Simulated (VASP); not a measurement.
## Ta2SiI2O: relaxation of cell and atoms with PBE

Ta2SiI2O:

```
Ta Si I O
1.0
     4.11286    0.00000    0.00000
     0.00000    4.11286    0.00000
     0.00000    0.00000    8.80549
Ta Si I O
2 1 2 1
Cartesian
  2.0564 0.0000 8.3182
  0.0000 2.0564 8.3182
  2.0564 2.0564 1.0603
  2.0564 2.0564 6.0525
  0.0000 0.0000 3.6788
  0.0000 0.0000 7.7940
```

The cell was generated, and may not be a known phase.

```yaml
Program: VASP 6.6.1
Task: relaxation of cell and atoms
Functional: PBE
Potentials_or_basis: VASP PAW PBE potentials, release 64 (Ta_pv, Si, I, O)
Cutoff: 600 eV
k_mesh: 8 × 8 × 4
Occupations: gaussian, width 0.1 eV
Spin: no spin polarisation
Dipole_correction: no
Further_INCAR_settings: ALGO = Normal; EDIFF = 1e-07; IBRION = 2; EDIFFG = -0.01; NSW = 100; ISIF = 3
```

```
Relaxed volume                        : 24.87 Å³/atom
Relaxed cell                          : a = 4.103 Å, b = 4.103 Å, c = 8.863 Å, α = 90.00°, β = 90.00°, γ = 90.00°
Space group after relaxing (to 0.1 Å) : P4mm (No. 99)
Energy gained by relaxing             : 2.0 meV/atom
Ionic steps                           : 20
Pressure after relaxing               : 0.0 GPa
Largest force after relaxing          : 0.006 eV/Å
Band gap on the k mesh                : zero (bands 23 and 24 overlap by 0.47 eV)
```

Forces in eV/Å, atoms in the order of the input:
```
Ta   0.000  0.000 -0.003
Ta   0.000  0.000 -0.003
Si   0.000  0.000 -0.001
I    0.000  0.000 -0.001
I    0.000  0.000  0.006
O    0.000  0.000  0.002
```

Step by step:
| step | energy change (eV) | largest force (eV/Å) | pressure (GPa) | volume (Å³) |
| --- | --- | --- | --- | --- |
| 1 | 0.0000 | 0.1569 | -0.21 | 148.95 |
| 2 | -0.0035 | 0.1210 | 0.35 | 148.26 |
| 3 | -0.0035 | 0.1211 | 0.35 | 148.26 |
| 4 | -0.0051 | 0.1083 | -0.11 | 149.07 |
| 5 | -0.0051 | 0.1097 | -0.06 | 148.99 |
| 6 | -0.0064 | 0.0986 | -0.05 | 149.11 |
| 7 | -0.0092 | 0.0669 | -0.01 | 149.50 |
| 8 | -0.0102 | 0.0974 | 0.09 | 150.26 |
| 9 | -0.0106 | 0.0645 | 0.05 | 150.01 |
| 10 | -0.0105 | 0.0196 | -0.39 | 150.55 |
| 11 | -0.0108 | 0.0264 | -0.16 | 150.26 |
| 12 | -0.0114 | 0.0250 | -0.06 | 149.95 |
| 13 | -0.0115 | 0.0303 | 0.01 | 149.72 |
| 14 | -0.0115 | 0.0203 | -0.04 | 149.71 |
| 15 | -0.0115 | 0.0235 | -0.07 | 149.70 |
| 16 | -0.0116 | 0.0190 | -0.03 | 149.58 |
| 17 | -0.0116 | 0.0120 | 0.03 | 149.40 |
| 18 | -0.0117 | 0.0109 | 0.01 | 149.37 |
| 19 | -0.0117 | 0.0119 | -0.02 | 149.29 |
| 20 | -0.0117 | 0.0061 | 0.02 | 149.21 |

Final structure:
```
Ta Si I O
1.0
     4.10324    0.00000    0.00000
     0.00000    4.10324    0.00000
     0.00000    0.00000    8.86250
Ta Si I O
2 1 2 1
Direct
  0.50000 0.00000 0.94602
  0.00000 0.50000 0.94602
  0.50000 0.50000 0.12299
  0.50000 0.50000 0.69077
  0.00000 0.00000 0.40485
  0.00000 0.00000 0.88935
```

Levels at points of the mesh, in eV from the Fermi level:
| k point | band 21 | band 22 | band 23 | band 24 | band 25 | band 26 |
| --- | --- | --- | --- | --- | --- | --- |
| (0.00, 0.00, 0.00) | -0.80 | -0.02 | -0.02 | 0.08 | 1.41 | 2.18 |
| (0.50, 0.00, 0.00) | -0.51 | -0.51 | 0.04 | 0.27 | 0.31 | 0.72 |
| (0.50, 0.50, 0.00) | -1.16 | -0.50 | -0.50 | -0.41 | 0.05 | 1.97 |
| (0.00, 0.00, 0.50) | -0.91 | -0.23 | -0.23 | 0.09 | 1.01 | 2.18 |
| (0.50, 0.00, 0.50) | -0.94 | -0.52 | 0.06 | 0.32 | 0.36 | 0.83 |
| (0.50, 0.50, 0.50) | -1.30 | -0.39 | -0.27 | -0.27 | 0.14 | 1.97 |

Wall time 86 min on 1 thread of Intel Xeon 8259CL, on a shared host, peak memory 0.49 GiB.

Caveat: spin-orbit coupling is left out, which moves the levels of the heavy elements.
